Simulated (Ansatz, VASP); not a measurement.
MoW2C4 in VASP and in Ansatz

```
Mo W C
1.0
     4.29019    0.00000    0.00000
     0.00000    4.29019    0.00000
     0.00000    0.00000    4.27874
Mo W C
1 2 4
Direct
  0.50000 0.50000 0.00000
  0.00000 0.50000 0.50000
  0.50000 0.00000 0.50000
  0.00000 0.50000 0.00000
  0.50000 0.00000 0.00000
  0.00000 0.00000 0.50000
  0.50000 0.50000 0.50000
```

Alike in both runs: functional PBE; k mesh 8 × 8 × 8; occupations gaussian, width 0.1 eV; no spin polarisation.

Ansatz relaxed the structure, and its values are those at the end. VASP's run is a single point on that final structure, the one shown.

|  | VASP | Ansatz |
| --- | --- | --- |
| version | VASP 6.6.1 | Ansatz 0.2.0 |
| potentials or method | VASP PAW PBE potentials, release 64 (Mo_sv, W_sv, C), cutoff 520 eV | scalar-relativistic, plane waves, PAW |
| valence electrons in the cell | 58 | 58 |

|  | VASP | Ansatz | Ansatz less VASP |
| --- | --- | --- | --- |
| gap on the k mesh at the Fermi level (eV) | none | none | - |
| pressure (GPa) | 0.6 | 0.0 | -0.58 |

A gap of «none» marks a metal or a gap that the smearing closes.

Spin-orbit coupling is off throughout.
